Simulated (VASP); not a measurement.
Input of a VASP 6.6.1 run:

Contents of POSCAR:

```
Al
1.0
    0.0000000000      2.0248050000      2.0248050000
    2.0248050000      0.0000000000      2.0248050000
    2.0248050000      2.0248050000      0.0000000000
Al
1
Direct
    0.0000000000      0.0000000000      0.0000000000
```

The input INCAR.step1:

```
PREC = Accurate
ENCUT = 600
ISMEAR = 0
SIGMA = 0.1
LREAL = False
LASPH = True
NELM = 60
GGA = PE
ALGO = Normal
EDIFF = 1E-4
LWAVE = True
LCHARG = False
```

The input INCAR.step2:

```
PREC = Accurate
ENCUT = 600
EDIFF = 1E-6
ISMEAR = 0
SIGMA = 0.1
LREAL = False
LASPH = True
NELM = 60
ALGO = Normal
ISIF = 3
LWAVE = False
LCHARG = False
METAGGA = R2SCAN
LMIXTAU = True
IBRION = 2
NSW = 100
EDIFFG = -0.002
ISTART = 1
```

File KPOINTS:

```
Automatic mesh
0
Gamma
  18 18 18
```

Potentials or basis: VASP PAW PBE potentials, release 64 (Al).

Launch:

```sh
$ cat potpaw_PBE.64/Al/POTCAR > POTCAR
$ cp INCAR.step1 INCAR
$ mpirun -np 1 vasp_std > vasp.out
$ cp INCAR.step2 INCAR
$ mpirun -np 1 vasp_std > vasp.out
```

Estimate the relaxed volume.

15.85 Å³/atom.

Predict the space group after relaxing (to 0.05 Å).

Fm-3m (No. 225).

Final structure:
```yaml
crystal:
  lattice:
    - [0.00000, 1.99360, 1.99360]
    - [1.99360, 0.00000, 1.99360]
    - [1.99360, 1.99360, 0.00000]
  atoms:
    - { symbol: Al, position: [0.00000, 0.00000, 0.00000] }
```

Caveat: the PAW data sets were made with another functional, which shifts forces and pressure a little.
